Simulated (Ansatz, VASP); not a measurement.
One calculation of Al, two programs

Contents of INCAR:

```
SYSTEM = Al
ALGO = Fast ; EDIFF = 1E-6
ENCUT = 520 ; GGA = RP
ISIF = 2 ; ISMEAR = -1
LASPH = .True. ; LCHARG = .False.
LREAL = .False. ; LWAVE = .False.
NBANDS = 8 ; NELM = 80
PREC = Accurate ; SIGMA = 0.05
```

File KPOINTS:

```
k-points
0
Gamma
  11 11 11
  0 0 0
```

The input POSCAR:

```
Al
1.0
    0.0000000000      2.0248050000      2.0248050000
    2.0248050000      0.0000000000      2.0248050000
    2.0248050000      2.0248050000      0.0000000000
Al
1
Direct
    0.0000000000      0.0000000000      0.0000000000
```

Contents of input.yaml:

```yaml
crystal:
  lattice:
    - [0.0, 2.024805, 2.024805]
    - [2.024805, 0.0, 2.024805]
    - [2.024805, 2.024805, 0.0]
  atoms:
    - { symbol: Al, position: [0.0, 0.0, 0.0] }
kpoints:
  mp_grid: { grid: [11, 11, 11] }
  band_path:
    path:
      - [0.0, 0.0, 0.0]
      - [0.5, 0.0, 0.5]
      - [0.5, 0.25, 0.75]
      - [0.375, 0.375, 0.75]
      - [0.0, 0.0, 0.0]
      - [0.5, 0.5, 0.5]
      - [0.625, 0.25, 0.625]
      - [0.5, 0.25, 0.75]
    npoints: 8
scf:
  occupations: { method: fermi_dirac, width: 0.05 }
hamiltonian:
  xc: rpbe
  pseudopotentials: { kind: all_electron, lapw: { basis_error: 0.001 } }
output:
  forces: true
  stress: true
  eigenvalues: true
```

Alike in both runs: functional RPBE; k mesh 11 × 11 × 11; occupations fermi-dirac, width 0.05 eV; no spin polarisation.

```csv
,VASP,Ansatz
version,VASP 6.6.1,Ansatz 0.2.0
potentials or method,"VASP PAW PBE potentials, release 64 (Al), cutoff 520 eV","all-electron LAPW, scalar-relativistic"
task,single point,band structure
```

|  | VASP | Ansatz | Ansatz less VASP |
| --- | --- | --- | --- |
| gap on the k mesh at the Fermi level (eV) | none | none | - |
| pressure (GPa) | 0.8 | 1.0 | +0.21 |

VASP's potentials were made for PBE, not for RPBE. A gap of «none» marks a metal or a gap that the smearing closes. Ansatz ran all-electron here, and VASP with PAW potentials.
